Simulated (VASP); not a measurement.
# W: single point with PBEsol

Crystal: W.

```
CELL_PARAMETERS angstrom
4.70267 0.00000 0.00000
-2.35134 4.07264 0.00000
0.00000 0.00000 2.61733
ATOMIC_POSITIONS crystal
W 0.00000 0.00000 0.00000
W 0.33333 0.66667 0.50000
W 0.66667 0.33333 0.50000
```

This cell differs from its parent crystal: volume scaled by 1.04.

```yaml
Program: VASP 6.6.1
Task: single point
Functional: PBEsol
Potentials_or_basis: VASP PAW PBE potentials, release 64 (W_sv)
Cutoff: 520 eV
k_mesh: 9 × 9 × 14
Occupations: fermi-dirac, width 0.1 eV
Spin: no spin polarisation
```

The pressure is -10.1 GPa. The band gap on the k mesh is zero (band 21 reaches 10.80 eV, above the bottom of band 22 at 9.89 eV).

Stress tensor (GPa, compression positive):
```
 -9.35   0.00   0.00
  0.00  -9.35   0.00
  0.00   0.00 -11.51
```

Levels at points of the mesh, in eV from the Fermi level:
| k point | band 17 | band 18 | band 19 | band 20 | band 21 | band 22 | band 23 | band 24 | band 25 | band 26 |
| --- | --- | --- | --- | --- | --- | --- | --- | --- | --- | --- |
| (0.00, 0.00, 0.00) | -2.46 | -2.42 | -2.42 | -2.22 | -0.29 | -0.29 | 2.10 | 2.10 | 2.16 | 2.16 |
| (0.00, 0.00, 0.50) | -4.17 | -2.63 | -1.05 | -1.05 | 0.22 | 0.22 | 3.09 | 3.09 | 3.92 | 3.92 |

Wall time 35 s on 1 thread of Intel(R) Xeon(R) 6975P-C (Granite Rapids) (shared host), peak memory 0.23 GiB.

Caveat: the PAW data sets were made with another functional, which shifts forces and pressure a little; spin-orbit coupling is left out, which moves the levels of the heavy elements.
